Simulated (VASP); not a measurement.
A run of VASP 6.6.1:

The input INCAR:

```
SYSTEM = InSb3
  ALGO = Normal
  EDIFF = 1E-7
  ENCUT = 520
  GGA = PS
  ISIF = 2
  ISMEAR = -1
  LASPH = .True.
  LCHARG = .True.
  LELF = .True.
  LREAL = .False.
  LVHAR = .True.
  LWAVE = .False.
  NBANDS = 22
  NELM = 80
  PREC = Accurate
  SIGMA = 0.05
```

File KPOINTS:

```
k-points
0
Gamma
  6 6 6
  0 0 0
```

Contents of POSCAR:

```
InSb3
1.0
    4.7082503466      0.0000000000      0.0000000000
    0.0000000000      4.7082503466      0.0000000000
    0.0000000000      0.0000000000      4.7082503466
Sb In
3 1
Direct
    0.5000000000      0.5000000000      0.0000000000
    0.0000000000      0.5000000000      0.5000000000
    0.5000000000      0.0000000000      0.5000000000
    0.0000000000      0.0000000000      0.0000000000
```

Potentials or basis: VASP PAW PBE potentials, release 64 (Sb, In_d).

Command:

```sh
$ cat potpaw_PBE.64/Sb/POTCAR potpaw_PBE.64/In_d/POTCAR > POTCAR
$ mpirun -np 1 vasp_std > vasp.out
```

Hardware: 1 thread of Intel(R) Xeon(R) 6975P-C (Granite Rapids) (shared host).

Q: Estimate the wall time of this run.

A: It took 15 s on 1 thread of Intel(R) Xeon(R) 6975P-C (Granite Rapids), with other jobs on the host, peak memory 0.21 GiB. Counts: scf iterations 12, k points 20.
